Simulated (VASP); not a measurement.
# Na (Pm-3m) in VASP: a series of runs

Na is run at these levels: LDA; tasks: single point.

All numbers are computed with VASP 6.6.1; they aren't measurements. Logs are shortened: lines on timing, memory, paths and dates and some standing lists are left out, and cuts for length are marked.

## Step 1: The cell of the first run

It takes space group Pm-3m (No. 221, cubic). Conventional cell: a = 7.023 Å, b = 7.023 Å, c = 7.023 Å, α = 90.00°, β = 90.00°, γ = 90.00°.

This isn't the form of Na at room conditions, which is bcc.

## Step 2: Single point, LDA

INCAR

```
ALGO = Normal
EDIFF = 1E-6
ENCUT = 520
ISIF = 2
ISMEAR = 0
LASPH = T
LCHARG = F
LREAL = F
LWAVE = F
NBANDS = 10
NELM = 60
PREC = Accurate
SIGMA = 0.1
```

KPOINTS

```
k-points
0
Gamma
  3 3 3
```

POSCAR

```
Na
1.0
    7.0233430000      0.0000000000      0.0000000000
    0.0000000000      7.0233430000      0.0000000000
    0.0000000000      0.0000000000      7.0233430000
Na
1
Direct
    0.0000000000      0.0000000000      0.0000000000
```

Potentials or basis: VASP PAW LDA potentials, release 64 (Na_pv).

Launch:

```console
> cat potpaw_LDA.64/Na_pv/POTCAR > POTCAR
> mpirun -np 1 vasp_std > vasp.out
```

OUTCAR:

```text
EDIFF = 1E-6
   ENCUT = 520
   ISIF = 2
   ISMEAR = 0
   LASPH = T
   LREAL = F
   NELM = 60
   PREC = Accurate

 ion  position               nearest neighbor table
   1  0.000  0.000  0.000-

  LATTYP: Found a simple cubic cell.
 ALAT       =     7.0233430000

  Lattice vectors:

 A1 = (   7.0233430000,   0.0000000000,   0.0000000000)
 A2 = (   0.0000000000,   7.0233430000,   0.0000000000)
 A3 = (   0.0000000000,   0.0000000000,   7.0233430000)

Analysis of symmetry for initial positions (statically):
=====================================================================
 Subroutine PRICEL returns:
 Original cell was already a primitive cell.

 Routine SETGRP: Setting up the symmetry group for a
 simple cubic supercell.

 Subroutine GETGRP returns: Found 48 space group operations
 (whereof 48 operations were pure point group operations)
 out of a pool of 48 trial point group operations.

The static configuration has the point symmetry O_h .

Analysis of symmetry for dynamics (positions and initial velocities):
=====================================================================
 Subroutine PRICEL returns:
 Original cell was already a primitive cell.

 Routine SETGRP: Setting up the symmetry group for a
 simple cubic supercell.

 Subroutine GETGRP returns: Found 48 space group operations
 (whereof 48 operations were pure point group operations)
 out of a pool of 48 trial point group operations.

The dynamic configuration has the point symmetry O_h .

 Subroutine INISYM returns: Found 48 space group operations
 (whereof 48 operations are pure point group operations),
 and found     1 'primitive' translations

----------------------------------------------------------------------------------------

                                     Primitive cell

  volume of cell :     346.4429

  direct lattice vectors                    reciprocal lattice vectors
     7.023343000  0.000000000  0.000000000     0.142382338  0.000000000  0.000000000
     0.000000000  7.023343000  0.000000000     0.000000000  0.142382338  0.000000000
     0.000000000  0.000000000  7.023343000     0.000000000  0.000000000  0.142382338

  length of vectors
     7.023343000  7.023343000  7.023343000     0.142382338  0.142382338  0.142382338

  position of ions in fractional coordinates (direct lattice)
     0.000000000  0.000000000  0.000000000

  ion indices of the primitive-cell ions
   primitive index   ion index
                 1           1

----------------------------------------------------------------------------------------

 KPOINTS: k-points

Automatic generation of k-mesh.
 Grid dimensions read from file:
 generate k-points for:    3    3    3

 Generating k-lattice:

  Cartesian coordinates                     Fractional coordinates (reciprocal lattice)
     0.047460779  0.000000000  0.000000000     0.333333333  0.000000000  0.000000000
     0.000000000  0.047460779  0.000000000     0.000000000  0.333333333  0.000000000
     0.000000000  0.000000000  0.047460779     0.000000000  0.000000000  0.333333333

  Length of vectors
     0.047460779  0.047460779  0.047460779

  Shift w.r.t. Gamma in fractional coordinates (k-lattice)
     0.000000000  0.000000000  0.000000000

 Subroutine IBZKPT returns following result:
 ===========================================

 Found      4 irreducible k-points:

 Following reciprocal coordinates:
            Coordinates               Weight
  0.000000  0.000000  0.000000      1.000000
  0.333333  0.000000  0.000000      6.000000
  0.333333  0.333333  0.000000     12.000000
  0.333333  0.333333  0.333333      8.000000
   k-points           NKPTS =      4   k-points in BZ     NKDIM =      4   number of bands    NBANDS=     10
   number of dos      NEDOS =    301   number of ions     NIONS =      1
   total plane-waves  NPLWV = 157464
   dimension x,y,z NGX =    54 NGY =   54 NGZ =   54
   dimension x,y,z NGXF=   108 NGYF=  108 NGZF=  108
   ions per type =               1
   NGX,Y,Z   is equivalent  to a cutoff of  12.78, 12.78, 12.78 a.u.
   NGXF,Y,Z  is equivalent  to a cutoff of  25.56, 25.56, 25.56 a.u.
 SYSTEM =  unknown system
   PREC   = accura    normal or accurate (medium, high low for compatibility)
   ISTART =      0    job   : 0-new  1-cont  2-samecut
   ICHARG =      2    charge: 1-file 2-atom 10-const
   ISPIN  =      1    spin polarized calculation?
   LNONCOLLINEAR =      F non collinear calculations
   LSORBIT =      F    spin-orbit coupling
   LASPH  =      T    aspherical Exc in radial PAW
   ENCUT  =  520.0 eV  38.22 Ry    6.18 a.u.  13.06 13.06 13.06*2*pi/ulx,y,z
   NELM   =     60;   NELMIN=  2; NELMDL= -5     # of ELM steps
   EDIFF  = 0.1E-05   stopping-criterion for ELM
   LREAL  =      F    real-space projection
[... 7 lines left out ...]
   TEBEG  =    0.0;   TEEND  =   0.0 temperature during run
   PSTRESS=    0.0 pullay stress
   NELECT =       7.0000    total number of electrons
   NUPDOWN=      -1.0000    fix difference up-down
   EMIN   =  10.00;   EMAX   =-10.00  energy-range for DOS
   EFERMI =   0.00;   METHOD = LEGACY
   ISMEAR =     0;   SIGMA  =   0.10  broadening in eV -4-tet -1-fermi 0-gaus
   EFERMI_NEDOS =   21; number of points for ismear=-14 and -15
   IALGO  =     38    algorithm
   IMIX   =      4    mixing-type and parameters
     AMIX     =   0.40;   BMIX     =  1.00
     AMIX_MAG =   1.60;   BMIX_MAG =  1.00
  volume/ion in A,a.u.               =     346.44      2337.91
  Fermi-wavevector in a.u.,A,eV,Ry     =   0.445893  0.842615  2.705114  0.198820
  Thomas-Fermi vector in A             =   1.423866
   LORBIT       =      0    0 simple, 1 ext, 2 COOP (PROOUT), +10 PAW based schemes
   GGA     = CA    functional components
   LHFCALC =     F    Hartree Fock is set to
   AEXX    =    0.0000 exact exchange contribution
   IVDW    =     0    specifies the selected vdW correction
   LEPSILON=     F    determine dielectric tensor
   LRPA    =     F    only Hartree local field effects (RPA)
 non-spin polarized calculation
 Gauss-broadening in eV      SIGMA  =   0.10
  energy-cutoff  :      520.00
  volume of cell :      346.44
 maximum number of plane-waves:      9357
 NGX is ok and might be reduce to    54
   NGX = 27   NGY = 27   NGZ = 27

 number of electron       7.0000015 magnetization

 Free energy of the ion-electron system (eV)
  ---------------------------------------------------
  ext. energy  EPLUGINS =         0.00000000
  ---------------------------------------------------
  free energy    TOTEN  =        -0.17133899 eV

  energy without entropy =       -0.14519296  energy(sigma->0) =       -0.15826598

 E-fermi :  -2.4403     XC(G=0):  -2.4924

 val. band max:       -2.4470504254   @ k =   0.3333   0.3333   0.0000
 cond. band min:      -2.2686532871   @ k =   0.3333   0.3333   0.3333
 fundamental gap:      0.1783971383
 Fermi energy:        -2.4402685175

 k-point     1 :       0.0000    0.0000    0.0000
  band No.  band energies     occupation
      1     -28.5699      2.00000
      2     -28.5699      2.00000
      3     -28.5699      2.00000
      4      -2.8269      2.00000
      5       0.3185      0.00000
      6       0.3185      0.00000
      7       0.3185      0.00000
      8       0.5099      0.00000
      9       1.0669      0.00000
     10       1.0669      0.00000

 k-point     2 :       0.3333    0.0000    0.0000
  band No.  band energies     occupation
      1     -28.5699      2.00000
      2     -28.5699      2.00000
      3     -28.5699      2.00000
      4      -2.6329      1.99355
      5      -0.9212      0.00000
      6       0.5002      0.00000
      7       0.5002      0.00000
      8       0.9742      0.00000
      9       1.3228      0.00000
     10       2.1027      0.00000

 k-point     3 :       0.3333    0.3333    0.0000
  band No.  band energies     occupation
      1     -28.5699      2.00000
      2     -28.5699      2.00000
      3     -28.5699      2.00000
      4      -2.4471      1.07641
      5      -0.7278      0.00000
      6      -0.6344      0.00000
      7       0.6696      0.00000
      8       0.7579      0.00000
      9       1.4164      0.00000
     10       2.4290      0.00000

 k-point     4 :       0.3333    0.3333    0.3333
  band No.  band energies     occupation
      1     -28.5699      2.00000
      2     -28.5699      2.00000
      3     -28.5699      2.00000
      4      -2.2687      0.01522
      5      -0.5312      0.00000
      6      -0.4155      0.00000
      7      -0.4155      0.00000
      8       0.9051      0.00000
      9       1.1229      0.00000
     10       1.1229      0.00000

------------------------ aborting loop because EDIFF is reached ----------------------------------------

  FORCE on cell =-STRESS in cart. coord.  units (eV):
  Direction    XX          YY          ZZ          XY          YZ          ZX
  --------------------------------------------------------------------------------------
  -------------------------------------------------------------------------------------
  Total       -0.2704155     -0.2704155     -0.2704155      0.0000000      0.0000000     -0.0000000
  in kB       -1.2505772     -1.2505772     -1.2505772      0.0000000      0.0000000     -0.0000000
  external PRESSURE =      -1.2505772 kB  Pullay stress =       0.0000000 kB

 VOLUME and BASIS-vectors are now :
 -----------------------------------------------------------------------------
  energy-cutoff  :      520.00
  volume of cell :      346.44
      direct lattice vectors                 reciprocal lattice vectors
     7.023343000  0.000000000  0.000000000     0.142382338  0.000000000  0.000000000
     0.000000000  7.023343000  0.000000000     0.000000000  0.142382338  0.000000000
     0.000000000  0.000000000  7.023343000     0.000000000  0.000000000  0.142382338

 POSITION                                       TOTAL-FORCE (eV/Angst)
 -----------------------------------------------------------------------------------
      0.00000      0.00000      0.00000         0.000000      0.000000      0.000000
 -----------------------------------------------------------------------------------
    total drift:                                0.000000     -0.000000     -0.000000

  FREE ENERGIE OF THE ION-ELECTRON SYSTEM (eV)
  ---------------------------------------------------
  free  energy   TOTEN  =        -0.1713389932 eV

  energy  without entropy=       -0.1451929578  energy(sigma->0) =       -0.15826598
```

It took 11 s on 1 thread of Intel Xeon 8259CL, shared host; peak memory 0.28 GiB.

Results:

* Free energy: -0.1713 eV
* Pressure: -0.1 GPa
* Band gap on the k mesh: zero (an odd number of electrons rules out a gap without spin polarisation)

## Step 3: Single point, LDA

INCAR

```
SYSTEM = Na
PREC     = Accurate       ! precision mode
ENCUT    = 520            ! plane-wave cutoff, eV
EDIFF    = 1E-6           ! SCF threshold, eV
ISMEAR   = 0              ! smearing method
SIGMA    = 0.1            ! smearing width, eV
LREAL    = .False.        ! projectors in reciprocal space
LASPH    = .True.         ! aspherical terms in the spheres
NELM     = 60             ! most SCF steps
ALGO     = Normal         ! electronic algorithm
ISIF     = 2              ! what is computed and relaxed
LWAVE    = .False.        ! write WAVECAR
LCHARG   = .False.        ! write CHGCAR
NBANDS   = 10             ! bands
```

KPOINTS

```
regular mesh
0
Gamma
  3 3 3
  0 0 0
```

POSCAR is that of step 2.

Potentials or basis: VASP PAW LDA potentials, release 64 (Na_pv).

Launch:

```console
> cat potpaw_LDA.64/Na_pv/POTCAR > POTCAR
> mpirun -np 1 vasp_std > vasp.out
```

It took 12 s on 1 thread of Intel Xeon 8259CL, shared host; peak memory 0.27 GiB.

The run converged. Its results:

```yaml
Free_energy: -0.1713 eV
Pressure: -0.1 GPa
Band_gap_on_the_k_mesh: zero (an odd number of electrons rules out a gap without spin polarisation)
```

Levels at points of the mesh, in eV from the Fermi level:
```
           k point  band 1  band 2  band 3  band 4  band 5  band 6  band 7  band 8
(0.00, 0.00, 0.00)  -26.13  -26.13  -26.13   -0.39    2.76    2.76    2.76    2.95
```
